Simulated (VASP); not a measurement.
**Sn3Bi: single point with LDA**

Sn3Bi:

```
Sn Bi
1.0
     0.00000    3.74351    3.74351
     3.74351    0.00000    3.74351
     3.74351    3.74351    0.00000
Sn Bi
3 1
Cartesian
  0.0000 0.0000 0.0000
  1.8718 1.8718 1.8718
  5.6153 5.6153 5.6153
  3.7435 3.7435 3.7435
```

* Program: VASP 6.6.1
* Task: single point
* Functional: LDA
* Potentials or basis: VASP PAW LDA potentials, release 64 (Sn_d, Bi_d)
* Cutoff: 520 eV
* k mesh: 5 × 5 × 5
* Occupations: fermi-dirac, width 0.1 eV
* Spin: no spin polarisation

```json
{
 "Pressure": "1.2 GPa"
}
```

Levels at points of the mesh, in eV from the Fermi level:
| k point | band 26 | band 27 | band 28 | band 29 | band 30 | band 31 | band 32 | band 33 |
| --- | --- | --- | --- | --- | --- | --- | --- | --- |
| (0.00, 0.00, 0.00) | -2.00 | -2.00 | -1.39 | -1.39 | -1.39 | -0.61 | -0.61 | -0.61 |

Wall time 34 s on 1 thread of Intel Xeon 6975P-C, with other jobs on the host, peak memory 0.21 GiB.

Caveat: spin-orbit coupling is left out, which moves the levels of the heavy elements.
